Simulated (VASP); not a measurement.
Wanted: the native input for a VASP 6.6.1 run.

- Task: single point
- Functional: PBE
- Dispersion: D3(BJ)
- Potentials or basis: VASP PAW PBE potentials, release 64 (I, Mg)
- Cutoff: 520 eV
- k mesh: 24 × 24 × 1
- Occupations: gaussian, width 0.05 eV
- Spin: no spin polarisation
- Dipole correction: yes
- Further INCAR settings: ALGO = Normal; EDIFF = 1e-07; NBANDS = 15

The structure of MgI2 lies in POSCAR:

```
MgI2
1.0
    4.1376793489      0.0000000000      0.0000000000
   -2.0688396744      3.5833354288      0.0000000000
    0.0000000000      0.0000000000     21.3639861343
I Mg
2 1
Direct
    0.3333333333      0.6666666667      0.4212696986
    0.6666666667      0.3333333333      0.5787303014
    0.0000000000      0.0000000000      0.4999999951
```

These files were run (other wordings do the same):

INCAR

```
  ALGO = Normal
  DIPOL = 0.5 0.5 0.500
  EDIFF = 1E-7
  ENCUT = 520
  GGA = PE
  IDIPOL = 3
  ISIF = 2
  ISMEAR = 0
  IVDW = 12
  LASPH = True
  LCHARG = True
  LDIPOL = True
  LELF = True
  LREAL = False
  LVACPOTAV = True
  LVHAR = True
  LWAVE = False
  NBANDS = 15
  NELM = 60
  PREC = Accurate
  SIGMA = 0.05
```

KPOINTS

```
k-points
0
Gamma
  24 24 1
```

Potentials or basis: VASP PAW PBE potentials, release 64 (I, Mg).

The run is started by

```sh
$ cat potpaw_PBE.64/I/POTCAR potpaw_PBE.64/Mg/POTCAR > POTCAR
$ mpirun -np 1 vasp_std > vasp.out
```

Results of the run:

```yaml
Largest_force: 0.021 eV/Å
Band_gap_on_the_k_mesh: 3.62 eV (least direct gap 4.06 eV)
Dispersion_energy_per_atom: -0.235 eV
```

Caveat: spin-orbit coupling is left out, which moves the levels of the heavy elements.

Wall time 9.4 min on 1 thread of Intel(R) Xeon(R) Platinum 8488C (Sapphire Rapids), with other jobs on the host, peak memory 0.62 GiB.
